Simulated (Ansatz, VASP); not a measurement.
TiAl in VASP and in Ansatz

File INCAR:

```
SYSTEM = TiAl
PREC = Accurate ; ENCUT = 520
EDIFF = 1E-6 ; ISMEAR = 0
SIGMA = 0.15 ; LREAL = .FALSE.
LASPH = .TRUE. ; NELM = 60
ALGO = Normal ; ISIF = 2
LWAVE = .FALSE. ; LCHARG = .FALSE.
GGA = PS ; NBANDS = 14
```

The input KPOINTS:

```
Automatic mesh
0
G
  18 18 10
  0 0 0
```

File POSCAR:

```
TiAl
1.0
    2.7812443657      0.0000000000      0.0000000000
   -1.3906221828      2.4086282748      0.0000000000
    0.0000000000      0.0000000000      4.7482542450
Ti Al
1 1
Direct
    0.0000000000      0.0000000000      0.0000000000
    0.3333333333      0.6666666667      0.5000000000
```

Input for Ansatz:

```yaml
crystal:
  lattice:
    - [2.7812443657, 0.0, 0.0]
    - [-1.3906221828, 2.4086282748, 0.0]
    - [0.0, 0.0, 4.748254245]
  atoms:
    - { symbol: Ti, position: [0.0, 0.0, 0.0] }
    - { symbol: Al, position: [0.3333333333, 0.6666666667, 0.5] }
basis:
  ecutwfc: 420
kpoints:
  mp_grid: { grid: [18, 18, 10] }
hamiltonian:
  xc: pbesol
scf:
  occupations: { method: gaussian, width: 0.15 }
output:
  forces: true
  stress: true
  eigenvalues: true
  write_density: true
  write_potential: true
  elf: true
  volumetric_format: npy
```

Change from the starting cell: strain -0.030 along x and y, +0.015 along z, atoms carried along.

Alike in both runs: task single point; functional PBEsol; k mesh 18 × 18 × 10; occupations gaussian, width 0.15 eV; no spin polarisation.

|  | VASP | Ansatz |
| --- | --- | --- |
| version | VASP 6.6.1 | Ansatz 0.2.0 |
| potentials or method | VASP PAW PBE potentials, release 64 (Ti_sv, Al), cutoff 520 eV | scalar-relativistic, plane waves, PAW |
| valence electrons in the cell | 15 | 15 |

|  | VASP | Ansatz | Ansatz less VASP |
| --- | --- | --- | --- |
| gap on the k mesh at the Fermi level (eV) | none | none | - |
| pressure (GPa) | 1.9 | 1.9 | +0.01 |
| traceless stress, the component that is largest in VASP (GPa) | -5.60 | -5.67 | -0.070 |

VASP's potentials were made for PBE, not for PBEsol. A gap of «none» marks a metal or a gap that the smearing closes. With one functional, cell and mesh, what is left measures potentials, basis and numerics.
